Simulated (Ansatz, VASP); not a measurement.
Mo: VASP beside Ansatz

Contents of POSCAR:

```
Mo
1.0
   -1.5710000000      1.5710000000      1.5474350000
    1.5710000000     -1.5710000000      1.5474350000
    1.5710000000      1.5710000000     -1.5474350000
Mo
1
Direct
    0.0000000000      0.0000000000      0.0000000000
```

INCAR.step1

```
SYSTEM = Mo
ALGO = Normal ; EDIFF = 1E-4
ENCUT = 520 ; GGA = PE
ISMEAR = 0 ; LASPH = .True.
LCHARG = .False. ; LREAL = .False.
LWAVE = .True. ; NBANDS = 13
NELM = 80 ; PREC = Accurate
SIGMA = 0.15
```

Contents of INCAR.step2:

```
SYSTEM = Mo
ALGO = Normal ; EDIFF = 1E-7
ENCUT = 520 ; ISIF = 2
ISMEAR = 0 ; ISTART = 1
LASPH = .True. ; LCHARG = .True.
LELF = .True. ; LMIXTAU = .True.
LREAL = .False. ; LVHAR = .True.
LWAVE = .False. ; METAGGA = R2SCAN
NBANDS = 13 ; NELM = 80
PREC = Accurate ; SIGMA = 0.15
```

File KPOINTS:

```
k-points
0
Gamma
  22 22 22
  0 0 0
```

Input for Ansatz:

```yaml
crystal:
  lattice:
    - [-1.571, 1.571, 1.547435]
    - [1.571, -1.571, 1.547435]
    - [1.571, 1.571, -1.547435]
  atoms:
    - { symbol: Mo, position: [0.0, 0.0, 0.0] }
basis:
  ecutwfc: 500
kpoints:
  mp_grid: { grid: [22, 22, 22] }
hamiltonian:
  xc: r2scan
scf:
  occupations: { method: gaussian, width: 0.15 }
output:
  forces: true
  stress: true
  eigenvalues: true
  write_density: true
  write_potential: true
  elf: true
  volumetric_format: npy
```

Change from the starting cell: strain +0.000 along x and y, -0.015 along z, atoms carried along.

Alike in both runs: task single point; functional r2SCAN; k mesh 22 × 22 × 22; occupations gaussian, width 0.15 eV; no spin polarisation.

|  | VASP | Ansatz |
| --- | --- | --- |
| version | VASP 6.6.1 | Ansatz 0.2.0 |
| potentials or method | VASP PAW PBE potentials, release 64 (Mo_sv), cutoff 520 eV | scalar-relativistic, plane waves, PAW |
| valence electrons in the cell | 14 | 14 |

```csv
,VASP,Ansatz,Ansatz less VASP
gap on the k mesh at the Fermi level (eV),none,none,-
pressure (GPa),8.0,6.7,-1.26
"traceless stress, the component that is largest in VASP (GPa)",3.49,3.49,+0.002
```

VASP's potentials were made for PBE, not for r2SCAN. A gap of «none» marks a metal or a gap that the smearing closes. The functional is the same, so the differences come from potentials, cutoffs and numerics.
